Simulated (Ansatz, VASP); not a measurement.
# Sr: VASP beside Ansatz

Contents of INCAR:

```
  ALGO = Normal
  EDIFF = 1E-6
  ENCUT = 520
  GGA = PE
  ISIF = 2
  ISMEAR = 0
  LASPH = T
  LCHARG = T
  LELF = T
  LREAL = F
  LVHAR = T
  LWAVE = F
  NBANDS = 39
  NELM = 100
  PREC = Accurate
  SIGMA = 0.1
```

File KPOINTS:

```
k-points
0
Gamma
  3 3 3
```

The input POSCAR:

```
Sr
1.0
    7.3348820070      4.2347961012      1.9189920431
   -7.3348820070      4.2347961012      1.9189920431
    0.0000000000     -8.4695922023      1.9189920431
Sr
6
Direct
    0.5845000000      0.3510000000      0.2465000000
    0.2465000000      0.5845000000      0.3510000000
    0.3510000000      0.2465000000      0.5845000000
    0.4155000000      0.6490000000      0.7535000000
    0.7535000000      0.4155000000      0.6490000000
    0.6490000000      0.7535000000      0.4155000000
```

Input for Ansatz:

```yaml
crystal:
  lattice:
    - [7.334882007, 4.2347961012, 1.9189920431]
    - [-7.334882007, 4.2347961012, 1.9189920431]
    - [0.0, -8.4695922023, 1.9189920431]
  atoms:
    - { symbol: Sr, position: [0.5845, 0.351, 0.2465] }
    - { symbol: Sr, position: [0.2465, 0.5845, 0.351] }
    - { symbol: Sr, position: [0.351, 0.2465, 0.5845] }
    - { symbol: Sr, position: [0.4155, 0.649, 0.7535] }
    - { symbol: Sr, position: [0.7535, 0.4155, 0.649] }
    - { symbol: Sr, position: [0.649, 0.7535, 0.4155] }
basis:
  ecutwfc: 420
kpoints:
  mp_grid: { grid: [3, 3, 3] }
hamiltonian:
  xc: pbe
scf:
  occupations: { method: gaussian, width: 0.1 }
  lower_state_search: "off"
output:
  forces: true
  stress: true
  eigenvalues: true
```

Alike in both runs: task single point; functional PBE; k mesh 3 × 3 × 3; occupations gaussian, width 0.1 eV; no spin polarisation.

|  | VASP | Ansatz |
| --- | --- | --- |
| version | VASP 6.6.1 | Ansatz 0.2.0 |
| potentials or method | VASP PAW PBE potentials, release 64 (Sr_sv), cutoff 520 eV | scalar-relativistic, plane waves, PAW |
| valence electrons in the cell | 60 | 60 |

```csv
,VASP,Ansatz,Ansatz less VASP
gap on the k mesh at the Fermi level (eV),none,none,-
pressure (GPa),2.6,2.6,-0.07
"traceless stress, the component that is largest in VASP (GPa)",-2.45,-2.42,+0.039
rms of the force components (eV/Å),2.038,2.015,-0.0228
```

Atom by atom the forces differ by 0.023 eV/Å (rms over components). A gap of «none» marks a metal or a gap that the smearing closes. The functional is the same, so the differences come from potentials, cutoffs and numerics.

The k mesh is coarse, so the values compare programs but aren't converged.
